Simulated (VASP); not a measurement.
Runs of VASP 6.6.1 on FeCu. The structure is that of space group Cmmm (No. 65), or close to it. The cells are those of the table. 

| cell | gap on the mesh (eV) | pressure (GPa) | moment (μB) |
| --- | --- | --- | --- |
| a = 2.369, b = 2.369, c = 3.995 Å, angles 90.0, 90.0, 108.2°, 2 atoms | none | 21.2 | 2.27 |
| a = 2.593, b = 2.593, c = 4.373 Å, angles 90.0, 90.0, 108.2°, 2 atoms | none | (a) | 2.82 |
| a = 2.494, b = 2.494, c = 4.206 Å, angles 90.0, 90.0, 108.2°, 2 atoms | none | (b) | 2.66 |
| a = 2.454, b = 2.454, c = 4.138 Å, angles 90.0, 90.0, 108.2°, 2 atoms | none | (c) | 2.61 |
| a = 2.412, b = 2.412, c = 4.068 Å, angles 90.0, 90.0, 108.2°, 2 atoms | none | 10.1 | 2.45 |

Alike in all rows: task single point; level PBE; potentials or basis VASP PAW PBE potentials, release 64 (Fe, Cu); spin collinear, ferromagnetic start; k mesh 12 × 12 × 7; cutoff (eV) 520; smearing fermi-dirac 0.03 eV.

Question: Fill in the values left out.

Answer: (a) -15.8; (b) -5.2; (c) 1.8.

A gap of «none» marks levels without a gap at the run's occupations.
